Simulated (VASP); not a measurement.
# B5W3 (Im-3m) in VASP: a series of runs, part 2 of 2

VASP 6.6.1.

## Step 3: Relaxation of cell and atoms, PBE

INCAR reads:

```
PREC = Accurate
ENCUT = 600
EDIFF = 1E-6
ISMEAR = 0
SIGMA = 0.1
LREAL = False
LASPH = True
NELM = 80
ALGO = Normal
ISIF = 3
LWAVE = False
LCHARG = False
GGA = PE
IBRION = 2
NSW = 100
EDIFFG = -0.01
```

KPOINTS reads:

```
Automatic mesh
0
Gamma
  10 10 10
```

POSCAR reads:

```
B5W3
1.0
   -2.7259946250      2.7259946250      2.7259946250
    2.7259946250     -2.7259946250      2.7259946250
    2.7259946250      2.7259946250     -2.7259946250
B W
5 3
Direct
    0.0000000000      0.0000000000      0.0000000000
    0.0000000000      0.0000000000      0.5000000000
    0.0000000000      0.5000000000      0.0000000000
    0.5000000000      0.0000000000      0.0000000000
    0.5000000000      0.5000000000      0.5000000000
    0.0000000000      0.5000000000      0.5000000000
    0.5000000000      0.5000000000      0.0000000000
    0.5000000000      0.0000000000      0.5000000000
```

Potentials or basis: VASP PAW PBE potentials, release 64 (B, W_sv).

Launch:

```console
cat potpaw_PBE.64/B/POTCAR potpaw_PBE.64/W_sv/POTCAR > POTCAR
mpirun -np 1 vasp_std > vasp.out
```

OUTCAR:

```text
PREC = Accurate
   ENCUT = 600
   EDIFF = 1E-6
   ISMEAR = 0
   LREAL = False
   LASPH = True
   NELM = 80
   ISIF = 3
   GGA = PE
   IBRION = 2
   NSW = 100
   EDIFFG = -0.01

 ion  position               nearest neighbor table
   1  0.000  0.000  0.000-   6 2.73   7 2.73   8 2.73   6 2.73   8 2.73   7 2.73
   2  0.000  0.000  0.500-   6 2.36   7 2.36   8 2.36   6 2.36   8 2.36   7 2.36
   3  0.000  0.500  0.000-   6 2.36   7 2.36   8 2.36   6 2.36   7 2.36   8 2.36
   4  0.500  0.000  0.000-   6 2.36   7 2.36   8 2.36   8 2.36   7 2.36   6 2.36
   5  0.500  0.500  0.500-   6 2.36   7 2.36   8 2.36   7 2.36   8 2.36   6 2.36
   6  0.000  0.500  0.500-   2 2.36   3 2.36   4 2.36   5 2.36   3 2.36   2 2.36   5 2.36   4 2.36
                             7 2.73   1 2.73   8 2.73   7 2.73   8 2.73   1 2.73
   7  0.500  0.500  0.000-   2 2.36   3 2.36   4 2.36   5 2.36   5 2.36   4 2.36   3 2.36   2 2.36
                             6 2.73   8 2.73   8 2.73   6 2.73   1 2.73   1 2.73
   8  0.500  0.000  0.500-   2 2.36   3 2.36   4 2.36   5 2.36   4 2.36   5 2.36   2 2.36   3 2.36
                             6 2.73   7 2.73   7 2.73   1 2.73   6 2.73   1 2.73

  LATTYP: Found a body centered cubic cell.
 ALAT       =     5.4519892500

  Lattice vectors:

 A1 = (  -2.7259946250,   2.7259946250,   2.7259946250)
 A2 = (   2.7259946250,  -2.7259946250,   2.7259946250)
 A3 = (   2.7259946250,   2.7259946250,  -2.7259946250)

Analysis of symmetry for initial positions (statically):
=====================================================================
 Subroutine PRICEL returns:
 Original cell was already a primitive cell.

 Routine SETGRP: Setting up the symmetry group for a
 body centered cubic supercell.

 Subroutine GETGRP returns: Found 48 space group operations
 (whereof 48 operations were pure point group operations)
 out of a pool of 48 trial point group operations.

The static configuration has the point symmetry O_h .

Analysis of symmetry for dynamics (positions and initial velocities):
=====================================================================
 Subroutine PRICEL returns:
 Original cell was already a primitive cell.

[... 150 lines left out ...]
 conjugate gradient relaxation of ions
 non-spin polarized calculation
 Gauss-broadening in eV      SIGMA  =   0.10
  energy-cutoff  :      600.00
  volume of cell :       81.03
 maximum number of plane-waves:      2731
 NGX is ok and might be reduce to    40
   NGX = 19   NGY = 19   NGZ = 19

--------------------------------------- Ionic step        1  -------------------------------------------

 number of electron      56.9999999 magnetization

 Free energy of the ion-electron system (eV)
  ---------------------------------------------------
  ext. energy  EPLUGINS =         0.00000000
  ---------------------------------------------------
  free energy    TOTEN  =       -66.81851989 eV

  energy without entropy =      -66.79869536  energy(sigma->0) =      -66.80860762

------------------------ aborting loop because EDIFF is reached ----------------------------------------

  FORCE on cell =-STRESS in cart. coord.  units (eV):
  Direction    XX          YY          ZZ          XY          YZ          ZX
  --------------------------------------------------------------------------------------
  -------------------------------------------------------------------------------------
  Total        0.1074690      0.1074690      0.1074690      0.0000000      0.0000000     -0.0000000
  in kB        2.1249995      2.1249995      2.1249995      0.0000000      0.0000000     -0.0000000
  external PRESSURE =       2.1249995 kB  Pullay stress =       0.0000000 kB
[... 71 lines left out ...]
--------------------------------------- Ionic step        3  -------------------------------------------

 number of electron      56.9999999 magnetization

 Free energy of the ion-electron system (eV)
  ---------------------------------------------------
  ext. energy  EPLUGINS =         0.00000000
  ---------------------------------------------------
  free energy    TOTEN  =       -66.81855675 eV

  energy without entropy =      -66.79873802  energy(sigma->0) =      -66.80864739

 E-fermi :  10.1068     XC(G=0): -13.1234

 val. band max:       10.0961368151   @ k =   0.1000   0.1000   0.0000
 cond. band min:      10.1074498695   @ k =   0.1000   0.0000   0.0000
 fundamental gap:      0.0113130544
 Fermi energy:        10.1067909858

 k-point     1 :       0.0000    0.0000    0.0000
  band No.  band energies     occupation
      1     -64.0283      2.00000
      2     -63.9302      2.00000
      3     -63.9302      2.00000
      4     -28.7456      2.00000
      5     -28.7456      2.00000
      6     -28.7456      2.00000
[... 877 lines left out ...]
     33      12.1461      0.00000
     34      12.5436      0.00000

 [... further k-points ...]

------------------------ aborting loop because EDIFF is reached ----------------------------------------

  FORCE on cell =-STRESS in cart. coord.  units (eV):
  Direction    XX          YY          ZZ          XY          YZ          ZX
  --------------------------------------------------------------------------------------
  -------------------------------------------------------------------------------------
  Total       -0.0026515     -0.0026515     -0.0026515     -0.0000000     -0.0000000     -0.0000000
  in kB       -0.0523916     -0.0523916     -0.0523916     -0.0000000     -0.0000000     -0.0000000
  external PRESSURE =      -0.0523916 kB  Pullay stress =       0.0000000 kB
[... 23 lines left out ...]
  FREE ENERGIE OF THE ION-ELECTRON SYSTEM (eV)
  ---------------------------------------------------
  free  energy   TOTEN  =       -66.8185567489 eV

  energy  without entropy=      -66.7987380242  energy(sigma->0) =      -66.80864739

 reached required accuracy - stopping structural energy minimisation
```

OSZICAR:

```text
N       E                     dE             d eps       ncg     rms          rms(c)
DAV:   1     0.656266019949E+03    0.65627E+03   -0.35288E+04  3212   0.203E+03
DAV:   2    -0.276541501695E+02   -0.68392E+03   -0.67335E+03  3348   0.578E+02
DAV:   3    -0.712746112879E+02   -0.43620E+02   -0.42019E+02  4080   0.124E+02
[... 22 lines left out ...]
DAV:   2    -0.668186510634E+02    0.70119E-03   -0.47881E-03  3948   0.410E-01    0.589E-02
DAV:   3    -0.668185719364E+02    0.79127E-04   -0.26140E-04  3676   0.673E-02    0.289E-02
DAV:   4    -0.668185545317E+02    0.17405E-04   -0.46338E-05  3502   0.499E-02    0.251E-02
DAV:   5    -0.668185562699E+02   -0.17383E-05   -0.66936E-06  3756   0.178E-02    0.110E-02
DAV:   6    -0.668185567489E+02   -0.47897E-06   -0.33298E-06  2756   0.768E-03
   3 F= -.66818557E+02 E0= -.66808647E+02  d E =-.368591E-04
```

CONTCAR:

```text
B5W3
   1.00000000000000
    -2.7266378787242975    2.7266378787242975    2.7266378787242975
     2.7266378787242975   -2.7266378787242975    2.7266378787242975
     2.7266378787242975    2.7266378787242975   -2.7266378787242975
  B               W
     5     3
Direct
     0.0000000000000000    0.0000000000000000    0.0000000000000000
     0.0000000000000000    0.0000000000000000    0.5000000000000000
     0.0000000000000000    0.5000000000000000    0.0000000000000000
     0.5000000000000000    0.0000000000000000    0.0000000000000000
     0.5000000000000000    0.5000000000000000    0.5000000000000000
     0.0000000000000000    0.5000000000000000    0.5000000000000000
     0.5000000000000000    0.5000000000000000    0.0000000000000000
     0.5000000000000000    0.0000000000000000    0.5000000000000000

  0.00000000E+00  0.00000000E+00  0.00000000E+00
  0.00000000E+00  0.00000000E+00  0.00000000E+00
  0.00000000E+00  0.00000000E+00  0.00000000E+00
  0.00000000E+00  0.00000000E+00  0.00000000E+00
  0.00000000E+00  0.00000000E+00  0.00000000E+00
  0.00000000E+00  0.00000000E+00  0.00000000E+00
  0.00000000E+00  0.00000000E+00  0.00000000E+00
  0.00000000E+00  0.00000000E+00  0.00000000E+00
```

Run time: 9.7 min. Hardware: 1 thread of Intel Xeon 8259CL, shared host; peak memory 0.32 GiB.

Results:

```yaml
Free_energy: -66.8186 eV
Relaxed_volume: 10.14 Å³/atom
Relaxed_cell: a = 4.723 Å, b = 4.723 Å, c = 4.723 Å, α = 109.47°, β = 109.47°, γ = 109.47°
Space_group_after_relaxing_to_0.1_Å: Im-3m (No. 229)
Energy_gained_by_relaxing: 0.0 meV/atom
Ionic_steps: 3
Pressure_after_relaxing: 0.0 GPa
Band_gap_on_the_k_mesh: zero (an odd number of electrons rules out a gap without spin polarisation)
```

Final structure:
```
B W
1.0
    -2.72664    2.72664    2.72664
     2.72664   -2.72664    2.72664
     2.72664    2.72664   -2.72664
B W
5 3
Cartesian
  0.0000 0.0000 0.0000
  1.3633 1.3633 -1.3633
  1.3633 -1.3633 1.3633
  -1.3633 1.3633 1.3633
  1.3633 1.3633 1.3633
  2.7266 0.0000 0.0000
  0.0000 0.0000 2.7266
  0.0000 2.7266 0.0000
```

Caveat: spin-orbit coupling is left out, which moves the levels of the heavy elements; an odd number of electrons without spin polarisation forces a metal; a magnetic or distorted state may lie lower.
